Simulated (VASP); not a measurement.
Set up this calculation in VASP 6.6.1, as the native input.

```yaml
Task: single point
Functional: PBE
Potentials_or_basis: VASP PAW PBE potentials, release 64 (Ca_sv, Se)
Cutoff: 520 eV
k_mesh: 7 × 7 × 7
Occupations: fermi-dirac, width 0.01 eV
Spin: no spin polarisation
Dipole_correction: no
Further_INCAR_settings: ALGO = Normal; EDIFF = 1e-07; NBANDS = 15
```

The structure of CaSe lies in POSCAR:

```
CaSe
1.0
    0.0000000000      2.9560000000      2.9560000000
    2.9560000000      0.0000000000      2.9560000000
    2.9560000000      2.9560000000      0.0000000000
Ca Se
1 1
Direct
   -0.0050744249      0.0050744249      0.0050744249
    0.5000000000      0.5000000000      0.5000000000
```

This cell differs from its parent crystal: atom 1 (Ca) moved by [0.03, 0.0, 0.0] A.

One way to write it, as run:

INCAR

```
  ALGO = Normal
  EDIFF = 1E-7
  ENCUT = 520
  GGA = PE
  ISIF = 2
  ISMEAR = -1
  LASPH = T
  LCHARG = F
  LREAL = F
  LWAVE = F
  NBANDS = 15
  NELM = 60
  PREC = Accurate
  SIGMA = 0.01
```

KPOINTS

```
k-points
0
Gamma
  7 7 7
```

Potentials or basis: VASP PAW PBE potentials, release 64 (Ca_sv, Se).

The run is started by

```bash
$ cat potpaw_PBE.64/Ca_sv/POTCAR potpaw_PBE.64/Se/POTCAR > POTCAR
$ mpirun -np 1 vasp_std > vasp.out
```

It gave:

* Pressure: 1.4 GPa
* Largest force: 0.095 eV/Å
* Band gap on the k mesh: 2.08 eV, indirect (least direct gap 2.99 eV)

Caveat: the cell differs from its parent crystal (atom 1 (Ca) moved by [0.03, 0.0, 0.0] A).

Run time: 26 s on 1 thread of AMD EPYC 7R43 64-Core Processor (Zen 3), with other jobs on the host, peak memory 0.16 GiB.
